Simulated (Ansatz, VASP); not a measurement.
Sn: VASP beside Ansatz

```
Sn
1.0
    -1.72654    1.77555    2.33834
     1.72654   -1.77555    2.33834
     1.72654    1.77555   -2.33834
Sn
1
Direct
  0.00000 0.00000 0.00000
```

Alike in both runs: task relaxation of cell and atoms; functional PBEsol; k mesh 11 × 11 × 11; occupations fermi-dirac, width 0.05 eV; no spin polarisation.

```csv
,VASP,Ansatz
version,VASP 6.6.1,Ansatz 0.2.0
potentials or method,"VASP PAW PBE potentials, release 64 (Sn_d), cutoff 600 eV","all-electron LAPW, scalar-relativistic"
```

|  | VASP | Ansatz | Ansatz less VASP |
| --- | --- | --- | --- |
| relaxed volume (Å³/atom) | 26.58 | 26.57 | -0.009 |
| relaxed cell length with the largest relative difference (Å) | 3.329 | 3.328 | -0.0015 |

VASP's potentials were made for PBE, not for PBEsol. Ansatz ran all-electron here, and VASP with PAW potentials.
